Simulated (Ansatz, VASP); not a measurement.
## Ca2Ta3O: VASP beside Ansatz

```xyz
6
Lattice="3.2184 0.0000 0.0000 0.0000 3.2184 0.0000 0.0000 0.0000 12.2936" Properties=species:S:1:pos:R:3 pbc="T T T"
Ca    0.0000    0.0000   12.2178
Ca    1.6092    1.6092    5.8451
Ta    0.0000    0.0000    8.4531
Ta    0.0000    0.0000    3.4204
Ta    1.6092    1.6092    9.8509
O     1.6092    1.6092    3.2402
```

Change from the starting cell: species swapped into the Dy2CuAg3 type (P4mm, No. 99).

Alike in both runs: functional PBE; k mesh 12 × 12 × 4; occupations gaussian, width 0.1 eV; no spin polarisation.

Ansatz relaxed the structure, and its values are those at the end. VASP's run is a single point on that final structure, the one shown.

|  | VASP | Ansatz |
| --- | --- | --- |
| version | VASP 6.6.1 | Ansatz 0.2.0 |
| potentials or method | VASP PAW PBE potentials, release 64 (Ca_sv, Ta_pv, O), cutoff 520 eV | scalar-relativistic, plane waves, PAW |
| valence electrons in the cell | 59 | 65 |

```csv
,VASP,Ansatz,Ansatz less VASP
gap on the k mesh at the Fermi level (eV),none,none,-
pressure (GPa),0.1,0.0,-0.13
rms of the force components (eV/Å),0.004,0.003,-0.0014
```

A gap of «none» marks a metal or a gap that the smearing closes. VASP's potentials hold 59 valence electrons a cell and Ansatz's 65, so a difference there can come from the potentials and not from the codes.

Spin-orbit coupling is off throughout.
